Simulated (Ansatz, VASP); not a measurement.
## SiS2 in VASP and in Ansatz

```xyz
6
Lattice="-2.8747 4.9105 2.7744 2.8747 -4.9105 2.7744 2.8747 4.9105 -2.7744" Properties=species:S:1:pos:R:3 pbc="T T T"
Si    0.0000    0.0000    4.1615
Si    0.0000    0.0000    1.3872
S     1.7166    3.7785    2.7744
S     1.1581    1.1319    0.0000
S     1.7166    6.0424    0.0000
S     1.1581   -1.1319    2.7744
```

Alike in both runs: task single point; functional PBE; k mesh 4 × 4 × 4; occupations gaussian, width 0.1 eV; no spin polarisation.

|  | VASP | Ansatz |
| --- | --- | --- |
| version | VASP 6.6.1 | Ansatz 0.2.0 |
| potentials or method | VASP PAW PBE potentials, release 64 (Si, S), cutoff 520 eV | scalar-relativistic, plane waves, PAW |
| valence electrons in the cell | 32 | 32 |

```csv
,VASP,Ansatz,Ansatz less VASP
gap on the k mesh at the Fermi level (eV),3.00,2.98,-0.015
least direct gap on the mesh (eV),3.19,3.18,-0.013
pressure (GPa),1.7,2.0,+0.23
"traceless stress, the component that is largest in VASP (GPa)",-0.05,-0.07,-0.024
rms of the force components (eV/Å),0.132,0.156,+0.0235
```

Atom by atom the forces differ by 0.024 eV/Å (rms over components).
